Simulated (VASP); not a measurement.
# BN (P6_3/mmc) in VASP: further runs

BN is run at these levels: PBE, LDA; tasks: single point.

Program: VASP 6.6.1. These are calculated values, not measurements. Logs are shortened: lines on timing, memory, paths and dates and some standing lists are left out, and cuts for length are marked.

**1. The cell of the first run**

The structure is hexagonal, space group P6_3/mmc (No. 194). Conventional cell: a = 2.501 Å, b = 2.501 Å, c = 6.893 Å, α = 90.00°, β = 90.00°, γ = 120.00°. B (site symmetry -6m2) has 3 N at 1.44 Å within 1.9 Å. Within 1.9 Å of N (site symmetry -6m2) lie 3 B at 1.44 Å.

**2. Single point, PBE**

INCAR

```
SYSTEM = BN
ALGO = Normal
EDIFF = 1E-6
ENCUT = 600
GGA = PE
GGA_COMPAT = .FALSE.
ISIF = 2
ISMEAR = 0
LASPH = .TRUE.
LCHARG = .TRUE.
LELF = .TRUE.
LREAL = .FALSE.
LVHAR = .TRUE.
LWAVE = .FALSE.
NBANDS = 16
NELM = 120
PREC = Accurate
SIGMA = 0.01
```

KPOINTS

```
k-points
0
G
  6 6 2
  0 0 0
```

POSCAR

```
BN
1.0
    2.5008383104      0.0000000000      0.0000000000
   -1.2504191552      2.1657895075      0.0000000000
    0.0000000000      0.0000000000      6.8931205922
B N
2 2
Direct
    0.3333333333      0.6666666667      0.2500000000
    0.6666666667      0.3333333333      0.7500000000
    0.6666666667      0.3333333333      0.2500000000
    0.3333333333      0.6666666667      0.7500000000
```

Potentials or basis: VASP PAW PBE potentials, release 64 (B, N).

Command:

```
cat potpaw_PBE.64/B/POTCAR potpaw_PBE.64/N/POTCAR > POTCAR
mpirun -np 1 vasp_std > vasp.out
```

OUTCAR:

```text
SYSTEM = BN
   EDIFF = 1E-6
   ENCUT = 600
   GGA = PE
   ISIF = 2
   ISMEAR = 0
   LASPH = .TRUE.
   LREAL = .FALSE.
   NELM = 120
   PREC = Accurate

 ion  position               nearest neighbor table
   1  0.333  0.667  0.250-   3 1.44   3 1.44   3 1.44
   2  0.667  0.333  0.750-   4 1.44   4 1.44   4 1.44
   3  0.667  0.333  0.250-   1 1.44   1 1.44   1 1.44
   4  0.333  0.667  0.750-   2 1.44   2 1.44   2 1.44

  LATTYP: Found a hexagonal cell.
 ALAT       =     2.5008383104
 C/A-ratio  =     2.7563239749

  Lattice vectors:

 A1 = (   2.5008383104,   0.0000000000,   0.0000000000)
 A2 = (  -1.2504191552,   2.1657895075,   0.0000000000)
 A3 = (   0.0000000000,   0.0000000000,   6.8931205922)

Analysis of symmetry for initial positions (statically):
=====================================================================
 Subroutine PRICEL returns:
 Original cell was already a primitive cell.

 Routine SETGRP: Setting up the symmetry group for a
 hexagonal supercell.

 Subroutine GETGRP returns: Found 24 space group operations
 (whereof 12 operations were pure point group operations)
 out of a pool of 24 trial point group operations.

The static configuration has the point symmetry D_3d.
 The point group associated with its full space group is D_6h.

Analysis of symmetry for dynamics (positions and initial velocities):
=====================================================================
 Subroutine PRICEL returns:
 Original cell was already a primitive cell.

 Routine SETGRP: Setting up the symmetry group for a
 hexagonal supercell.

 Subroutine GETGRP returns: Found 24 space group operations
 (whereof 12 operations were pure point group operations)
 out of a pool of 24 trial point group operations.

The dynamic configuration has the point symmetry D_3d.
 The point group associated with its full space group is D_6h.

 Subroutine INISYM returns: Found 24 space group operations
 (whereof 12 operations are pure point group operations),
 and found     1 'primitive' translations

----------------------------------------------------------------------------------------

                                     Primitive cell

  volume of cell :      37.3351

  direct lattice vectors                    reciprocal lattice vectors
     2.500838310  0.000000000  0.000000000     0.399865915  0.230862694  0.000000000
    -1.250419155  2.165789507  0.000000000     0.000000000  0.461725388  0.000000000
     0.000000000  0.000000000  6.893120592     0.000000000  0.000000000  0.145072175

  length of vectors
     2.500838310  2.500838310  6.893120592     0.461725388  0.461725388  0.145072175

  position of ions in fractional coordinates (direct lattice)
     0.333333333  0.666666667  0.250000000
     0.666666667  0.333333333  0.750000000
     0.666666667  0.333333333  0.250000000
     0.333333333  0.666666667  0.750000000

  ion indices of the primitive-cell ions
   primitive index   ion index
                 1           1
                 2           2
                 3           3
                 4           4

----------------------------------------------------------------------------------------

 KPOINTS: k-points

Automatic generation of k-mesh.
 Grid dimensions read from file:
 generate k-points for:    6    6    2

 Generating k-lattice:

  Cartesian coordinates                     Fractional coordinates (reciprocal lattice)
     0.066644319  0.038477116  0.000000000     0.166666667  0.000000000  0.000000000
     0.000000000  0.076954231  0.000000000     0.000000000  0.166666667  0.000000000
     0.000000000  0.000000000  0.072536088     0.000000000  0.000000000  0.500000000

  Length of vectors
     0.076954231  0.076954231  0.072536088

  Shift w.r.t. Gamma in fractional coordinates (k-lattice)
     0.000000000  0.000000000  0.000000000

 Subroutine IBZKPT returns following result:
 ===========================================

 Found     14 irreducible k-points:

 Following reciprocal coordinates:
            Coordinates               Weight
  0.000000  0.000000  0.000000      1.000000
  0.166667  0.000000  0.000000      6.000000
  0.333333  0.000000  0.000000      6.000000
  0.500000  0.000000  0.000000      3.000000
  0.166667  0.166667  0.000000      6.000000
  0.333333  0.166667  0.000000     12.000000
  0.333333  0.333333  0.000000      2.000000
  0.000000  0.000000  0.500000      1.000000
  0.166667  0.000000  0.500000      6.000000
  0.333333  0.000000  0.500000      6.000000
  0.500000  0.000000  0.500000      3.000000
  0.166667  0.166667  0.500000      6.000000
  0.333333  0.166667  0.500000     12.000000
  0.333333  0.333333  0.500000      2.000000
   k-points           NKPTS =     14   k-points in BZ     NKDIM =     14   number of bands    NBANDS=     16
   number of dos      NEDOS =    301   number of ions     NIONS =      4
   total plane-waves  NPLWV =  22400
   dimension x,y,z NGX =    20 NGY =   20 NGZ =   56
   dimension x,y,z NGXF=    40 NGYF=   40 NGZF=  112
   ions per type =               2   2
   NGX,Y,Z   is equivalent  to a cutoff of  13.30, 13.30, 13.51 a.u.
   NGXF,Y,Z  is equivalent  to a cutoff of  26.59, 26.59, 27.01 a.u.
 SYSTEM =  BN
   PREC   = accura    normal or accurate (medium, high low for compatibility)
   ISTART =      0    job   : 0-new  1-cont  2-samecut
   ICHARG =      2    charge: 1-file 2-atom 10-const
   ISPIN  =      1    spin polarized calculation?
   LNONCOLLINEAR =      F non collinear calculations
   LSORBIT =      F    spin-orbit coupling
   LASPH  =      T    aspherical Exc in radial PAW
   ENCUT  =  600.0 eV  44.10 Ry    6.64 a.u.   4.99  4.99 13.77*2*pi/ulx,y,z
   NELM   =    120;   NELMIN=  2; NELMDL= -5     # of ELM steps
   EDIFF  = 0.1E-05   stopping-criterion for ELM
   LREAL  =      F    real-space projection
   EDIFFG = 0.1E-04   stopping-criterion for IOM
   NSW    =      0    number of steps for IOM
   IBRION =     -1    ionic relax: 0-MD 1-quasi-New 2-CG
   NFREE  =      0    steps in history (QN), initial steepest desc. (CG)
   ISIF   =      2    stress and relaxation
   ISYM   =      2    0-nonsym 1-usesym 2-fastsym
   POTIM  = 0.5000    time-step for ionic-motion
   TEBEG  =    0.0;   TEEND  =   0.0 temperature during run
   PSTRESS=    0.0 pullay stress
   NELECT =      16.0000    total number of electrons
   NUPDOWN=      -1.0000    fix difference up-down
   EMIN   =  10.00;   EMAX   =-10.00  energy-range for DOS
   EFERMI =   0.00;   METHOD = LEGACY
   ISMEAR =     0;   SIGMA  =   0.01  broadening in eV -4-tet -1-fermi 0-gaus
   EFERMI_NEDOS =   21; number of points for ismear=-14 and -15
   IALGO  =     38    algorithm
   IMIX   =      4    mixing-type and parameters
     AMIX     =   0.40;   BMIX     =  1.00
     AMIX_MAG =   1.60;   BMIX_MAG =  1.00
  volume/ion in A,a.u.               =       9.33        62.99
  Fermi-wavevector in a.u.,A,eV,Ry     =   1.234266  2.332425 20.727300  1.523414
  Thomas-Fermi vector in A             =   2.368963
   LORBIT       =      0    0 simple, 1 ext, 2 COOP (PROOUT), +10 PAW based schemes
   GGA     = PE    functional components
   LHFCALC =     F    Hartree Fock is set to
   AEXX    =    0.0000 exact exchange contribution
   IVDW    =     0    specifies the selected vdW correction
   LEPSILON=     F    determine dielectric tensor
   LRPA    =     F    only Hartree local field effects (RPA)
 non-spin polarized calculation
 Gauss-broadening in eV      SIGMA  =   0.01
  energy-cutoff  :      600.00
  volume of cell :       37.34
 maximum number of plane-waves:      1272
 NGX is ok and might be reduce to    20
   NGX =  9   NGY =  9   NGZ = 27

 number of electron      15.9999999 magnetization

 Free energy of the ion-electron system (eV)
  ---------------------------------------------------
  ext. energy  EPLUGINS =         0.00000000
  ---------------------------------------------------
  free energy    TOTEN  =       -35.17607669 eV

  energy without entropy =      -35.17607669  energy(sigma->0) =      -35.17607669

 E-fermi :   2.0511     XC(G=0):  -9.8300

 val. band max:        1.9955167272   @ k =   0.3333   0.3333   0.5000
 cond. band min:       6.3338123023   @ k =   0.5000   0.0000   0.0000
 fundamental gap:      4.3382955751
 Fermi energy:         2.0511488747

 k-point     1 :       0.0000    0.0000    0.0000
  band No.  band energies     occupation
      1     -15.7919      2.00000
      2     -15.5724      2.00000
      3      -4.0835      2.00000
      4      -2.3193      2.00000
      5       0.6693      2.00000
      6       0.6693      2.00000
[... 8 lines left out ...]
     15      14.0617      0.00000
     16      15.0205      0.00000

 k-point     2 :       0.1667    0.0000    0.0000
  band No.  band energies     occupation
      1     -15.2560      2.00000
      2     -15.0508      2.00000
      3      -3.3443      2.00000
      4      -1.6493      2.00000
      5      -1.3060      2.00000
      6      -1.2825      2.00000
[... 8 lines left out ...]
     15      15.8015      0.00000
     16      15.8868      0.00000

 k-point     3 :       0.3333    0.0000    0.0000
  band No.  band energies     occupation
      1     -13.8101      2.00000
      2     -13.6541      2.00000
      3      -4.8990      2.00000
      4      -4.8435      2.00000
      5      -1.5924      2.00000
      6      -1.5497      2.00000
[... 8 lines left out ...]
     15      17.6780      0.00000
     16      20.6287      0.00000

 k-point     4 :       0.5000    0.0000    0.0000
  band No.  band energies     occupation
      1     -12.6098      2.00000
      2     -12.5582      2.00000
      3      -6.9174      2.00000
      4      -6.8695      2.00000
      5      -2.1486      2.00000
      6      -2.1034      2.00000
[... 8 lines left out ...]
     15      17.1178      0.00000
     16      20.0626      0.00000
[... 134 lines left out ...]
 k-point    12 :       0.1667    0.1667    0.5000
  band No.  band energies     occupation
      1     -14.1665      2.00000
      2     -14.1665      2.00000
      3      -3.5146      2.00000
      4      -3.5146      2.00000
      5      -1.9168      2.00000
      6      -1.9168      2.00000
[... 8 lines left out ...]
     15      16.8151      0.00000
     16      16.8151      0.00000

 k-point    13 :       0.3333    0.1667    0.5000
  band No.  band energies     occupation
      1     -12.6767      2.00000
      2     -12.6767      2.00000
      3      -6.0684      2.00000
      4      -6.0684      2.00000
      5      -3.3057      2.00000
      6      -3.3057      2.00000
[... 8 lines left out ...]
     15      17.9741      0.00000
     16      17.9741      0.00000

 k-point    14 :       0.3333    0.3333    0.5000
  band No.  band energies     occupation
      1     -11.9981      2.00000
      2     -11.9981      2.00000
      3      -5.9221      2.00000
      4      -5.9221      2.00000
      5      -5.1609      2.00000
      6      -5.1609      2.00000
[... 8 lines left out ...]
     15      19.3724      0.00000
     16      19.3724      0.00000

------------------------ aborting loop because EDIFF is reached ----------------------------------------

  FORCE on cell =-STRESS in cart. coord.  units (eV):
  Direction    XX          YY          ZZ          XY          YZ          ZX
  --------------------------------------------------------------------------------------
  -------------------------------------------------------------------------------------
  Total        1.0964417      1.0964417      0.3940342      0.0000000      0.0000000     -0.0000000
  in kB       47.0520324     47.0520324     16.9093448      0.0000000      0.0000000     -0.0000000
  external PRESSURE =      37.0044699 kB  Pullay stress =       0.0000000 kB

 VOLUME and BASIS-vectors are now :
 -----------------------------------------------------------------------------
  energy-cutoff  :      600.00
  volume of cell :       37.34
      direct lattice vectors                 reciprocal lattice vectors
     2.500838310  0.000000000  0.000000000     0.399865915  0.230862694  0.000000000
    -1.250419155  2.165789507  0.000000000     0.000000000  0.461725388  0.000000000
     0.000000000  0.000000000  6.893120592     0.000000000  0.000000000  0.145072175

 POSITION                                       TOTAL-FORCE (eV/Angst)
 -----------------------------------------------------------------------------------
     -0.00000      1.44386      1.72328        -0.000000      0.000000      0.000000
      1.25042      0.72193      5.16984         0.000000     -0.000000      0.000000
      1.25042      0.72193      1.72328        -0.000000      0.000000      0.000000
     -0.00000      1.44386      5.16984         0.000000     -0.000000      0.000000
 -----------------------------------------------------------------------------------
    total drift:                               -0.000000      0.000000      0.000000

  FREE ENERGIE OF THE ION-ELECTRON SYSTEM (eV)
  ---------------------------------------------------
  free  energy   TOTEN  =       -35.1760766942 eV

  energy  without entropy=      -35.1760766942  energy(sigma->0) =      -35.17607669
```

It took 17 s on 1 thread of Intel Xeon 8259CL, shared host; peak memory 0.15 GiB.

What came out:

| Item | Value |
| --- | --- |
| Free energy | -35.1761 eV |
| Pressure | 3.7 GPa |
| Band gap on the k mesh | 4.34 eV (least direct gap 4.66 eV) |

Stress tensor (GPa, compression positive):
```
4.71 0.00 0.00
0.00 4.71 0.00
0.00 0.00 1.69
```

Levels at points of the mesh, in eV from the valence-band top:
| k point | band 4 | band 5 | band 6 | band 7 | band 8 | band 9 | band 10 | band 11 | band 12 | band 13 |
| --- | --- | --- | --- | --- | --- | --- | --- | --- | --- | --- |
| (0.00, 0.00, 0.00) | -4.31 | -1.33 | -1.33 | -1.30 | -1.30 | 5.05 | 9.89 | 11.59 | 11.59 | 11.68 |
| (0.50, 0.00, 0.00) | -8.87 | -4.14 | -4.10 | -1.34 | -0.52 | 4.34 | 5.50 | 9.54 | 10.02 | 12.59 |
| (0.00, 0.00, 0.50) | -5.29 | -1.31 | -1.31 | -1.31 | -1.31 | 7.21 | 7.21 | 11.64 | 11.64 | 11.64 |
| (0.50, 0.00, 0.50) | -8.89 | -4.12 | -4.12 | -0.92 | -0.92 | 4.76 | 4.76 | 9.93 | 9.93 | 13.42 |

Caveat: the k points lie up to 0.48 Å⁻¹ apart; this functional lacks dispersion, which binds the layers, so the pressure and a relaxed spacing across them are unreliable. A k mesh can miss the band edges.

(Continued in part 2 of 2.)
